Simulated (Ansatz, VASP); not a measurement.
**BaS in VASP and in Ansatz**

```
Ba S
1.0
     0.00000    3.09794    3.19375
     3.09794    0.00000    3.19375
     3.09794    3.09794    0.00000
Ba S
1 1
Direct
  0.00000 0.00000 0.00000
  0.50000 0.50000 0.50000
```

Change from the starting cell: equal xx and yy strain of -3 %.

Alike in both runs: task single point; functional PBE; k mesh 8 × 8 × 8; occupations fermi-dirac, width 0.02 eV; no spin polarisation.

```csv
,VASP,Ansatz
version,VASP 6.6.1,Ansatz 0.2.0
potentials or method,"VASP PAW PBE potentials, release 64 (Ba_sv, S), cutoff 520 eV","all-electron LAPW, scalar-relativistic"
```

```tsv
	VASP	Ansatz	Ansatz less VASP
gap on the k mesh at the Fermi level (eV)	1.95	2.06	+0.118
pressure (GPa)	4.9	4.1	-0.75
traceless stress, the component that is largest in VASP (GPa)	-2.29	-2.10	+0.188
```

Ansatz ran all-electron here, and VASP with PAW potentials.

Spin-orbit coupling is off throughout.
